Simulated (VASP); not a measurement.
Set up this calculation in VASP 6.6.1, as the native input.

```yaml
Task: single point
Functional: PBE
Potentials_or_basis: VASP PAW PBE potentials, release 64 (Te)
Cutoff: 520 eV
k_mesh: 18 × 18 × 18
Occupations: gaussian, width 0.1 eV
Spin: no spin polarisation
Dipole_correction: no
Further_INCAR_settings: ALGO = Normal; EDIFF = 1e-06; NBANDS = 13
```

The structure of Te lies in POSCAR:

```
Te
1.0
    0.0000000000      2.2320776423      6.4474015815
    2.2299006097      0.0000000000      6.4474015815
    2.2299006097      2.2320776423      0.0000000000
Te
2
Direct
    0.8787508256      0.8787508256      0.1212491744
    0.1212491744      0.1212491744      0.8787508256
```

These files were run (other wordings do the same):

INCAR

```
SYSTEM = Te
PREC = Accurate
ENCUT = 520
EDIFF = 1E-6
ISMEAR = 0
SIGMA = 0.1
LREAL = .False.
LASPH = .True.
NELM = 100
ALGO = Normal
ISIF = 2
LWAVE = .False.
LCHARG = .False.
GGA = PE
NBANDS = 13
```

KPOINTS

```
Automatic mesh
0
Gamma
  18 18 18
  0 0 0
```

Potentials or basis: VASP PAW PBE potentials, release 64 (Te).

Command:

```bash
$ cat potpaw_PBE.64/Te/POTCAR > POTCAR
$ mpirun -np 1 vasp_std > vasp.out
```

Results of the run:

```yaml
Pressure: 0.0 GPa
Largest_force: 0.004 eV/Å
Band_gap_on_the_k_mesh: zero (band 6 reaches 8.46 eV, above the bottom of band 7 at 4.29 eV)
```

Caveat: spin-orbit coupling is left out, which moves the levels of the heavy elements.

Wall time 9.6 min on 1 thread of Intel(R) Xeon(R) Platinum 8488C (Sapphire Rapids), on a shared host, peak memory 0.73 GiB.
